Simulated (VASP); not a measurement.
Write the native input for VASP 6.6.1 that does the following.

- Task: single point
- Functional: PBE
- Potentials or basis: VASP PAW PBE potentials, release 64 (Sb)
- Cutoff: 520 eV
- k mesh: 24 × 24 × 24
- Occupations: gaussian, width 0.1 eV
- Spin: no spin polarisation
- Dipole correction: no
- Further INCAR settings: ALGO = Normal; EDIFF = 1e-07; NBANDS = 8

The structure of Sb lies in POSCAR:

```
Sb
1.0
   -1.5851528758      1.5851528758      2.7747765695
    1.5851528758     -1.5851528758      2.7747765695
    1.5851528758      1.5851528758     -2.7747765695
Sb
1
Direct
    0.0000000000      0.0000000000      0.0000000000
```

These files were run (other wordings do the same):

INCAR

```
  PREC = Accurate
  ENCUT = 520
  EDIFF = 1E-7
  ISMEAR = 0
  SIGMA = 0.1
  LREAL = False
  LASPH = True
  NELM = 80
  ALGO = Normal
  ISIF = 2
  LWAVE = False
  LCHARG = False
  GGA = PE
  NBANDS = 8
```

KPOINTS

```
Automatic mesh
0
Gamma
  24 24 24
```

Potentials or basis: VASP PAW PBE potentials, release 64 (Sb).

Run with:

```console
$ cat potpaw_PBE.64/Sb/POTCAR > POTCAR
$ mpirun -np 1 vasp_std > vasp.out
```

Results of the run:

```yaml
Pressure: -0.1 GPa
Band_gap_on_the_k_mesh: zero (an odd number of electrons rules out a gap without spin polarisation)
```

Caveat: spin-orbit coupling is left out, which moves the levels of the heavy elements.

Wall time 4.4 min on 1 thread of Intel Xeon 8259CL, with other jobs on the host, peak memory 0.35 GiB.
